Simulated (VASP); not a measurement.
Ni: single point with r2SCAN

Crystal: Ni.

```xyz
3
Lattice="3.9411 0.0000 0.0000 -1.9706 3.4131 0.0000 0.0000 0.0000 2.3972" Properties=species:S:1:pos:R:3 pbc="T T T"
Ni    0.0000    0.0000    0.0000
Ni    0.0000    2.2754    1.1986
Ni    1.9706    1.1377    1.1986
```

```
Program             : VASP 6.6.1
Task                : single point
Functional          : r2SCAN
Potentials or basis : VASP PAW PBE potentials, release 64 (Ni)
Cutoff              : 520 eV
k mesh              : 6 × 6 × 6
Occupations         : gaussian, width 0.1 eV
Spin                : collinear spin, ferromagnetic start
Starting moments    : [0.92, 0.91, 0.91] μB
```

```json
{
 "Pressure": "0.4 GPa",
 "Net moment": "2.26 μB per cell",
 "Site moments": "Ni +0.76, +0.78 μB",
 "Valence electrons inside the program's atomic spheres": "Ni 9.32, 9.42"
}
```

Stress tensor (GPa, compression positive):
```
0.31 0.00 0.00
0.00 0.31 0.00
0.00 0.00 0.46
```

Levels at points of the mesh, in eV from the Fermi level:
Spin up:
```tsv
k point	band 13	band 14	band 15	band 16	band 17	band 18	band 19	band 20
(0.00, 0.00, 0.00)	-1.88	-1.88	-0.85	-0.85	6.18	6.18	6.24	6.24
(0.50, 0.00, 0.00)	-1.28	-1.16	-1.14	-1.02	-0.95	0.06	6.43	16.21
(0.00, 0.00, 0.50)	-1.18	-1.18	-0.56	0.74	1.42	10.43	10.70	10.70
(0.50, 0.00, 0.50)	-1.09	-0.81	-0.79	1.65	1.71	5.19	5.59	8.66
```
Spin down:
| k point | band 11 | band 12 | band 13 | band 14 | band 15 | band 16 | band 17 | band 18 |
| --- | --- | --- | --- | --- | --- | --- | --- | --- |
| (0.00, 0.00, 0.00) | -1.07 | -1.07 | -0.78 | -0.78 | 0.34 | 0.34 | 6.56 | 6.56 |
| (0.50, 0.00, 0.00) | -0.72 | -0.29 | -0.18 | -0.16 | 0.03 | 0.17 | 0.22 | 0.40 |
| (0.00, 0.00, 0.50) | -0.19 | -0.19 | 0.29 | 0.29 | 1.11 | 1.13 | 2.47 | 10.51 |
| (0.50, 0.00, 0.50) | -0.60 | -0.21 | -0.16 | -0.14 | 0.79 | 1.89 | 2.34 | 5.52 |

It took 3.6 min on 1 thread of Intel(R) Xeon(R) 6975P-C (Granite Rapids), on a shared host, peak memory 0.18 GiB.

Caveat: the k points lie up to 0.44 Å⁻¹ apart; the PAW data sets were made with another functional, which shifts forces and pressure a little.
